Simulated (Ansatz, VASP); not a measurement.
**Two plane-wave programs on Al5GaAs6**

```
Al Ga As
1.0
     4.05415    0.00000    0.00000
     0.00000    4.05415    0.00000
     0.00000    0.00000   17.18171
Al Ga As
5 1 6
Direct
  0.00000 0.00000 0.66689
  0.50000 0.50000 0.83346
  0.00000 0.00000 0.00000
  0.50000 0.50000 0.16654
  0.00000 0.00000 0.33311
  0.50000 0.50000 0.50000
  0.50000 0.00000 0.91673
  0.00000 0.50000 0.08327
  0.50000 0.00000 0.24983
  0.00000 0.50000 0.41605
  0.50000 0.00000 0.58395
  0.00000 0.50000 0.75017
```

Alike in both runs: functional PBE; k mesh 8 × 8 × 2; occupations gaussian, width 0.02 eV; no spin polarisation.

Ansatz relaxed the structure, and its values are those at the end. VASP's run is a single point on that final structure, the one shown.

|  | VASP | Ansatz |
| --- | --- | --- |
| version | VASP 6.6.1 | Ansatz 0.2.0 |
| potentials or method | VASP PAW PBE potentials, release 64 (Al, Ga_d, As), cutoff 520 eV | scalar-relativistic, plane waves, PAW |
| valence electrons in the cell | 58 | 118 |

```tsv
	VASP	Ansatz	Ansatz less VASP
gap on the k mesh at the Fermi level (eV)	1.40	1.40	-0.003
least direct gap on the mesh (eV)	1.40	1.40	-0.003
pressure (GPa)	0.2	0.0	-0.16
```

With one functional, cell and mesh, what is left measures potentials, basis and numerics. VASP's potentials hold 58 valence electrons a cell and Ansatz's 118, so a difference there can come from the potentials and not from the codes.
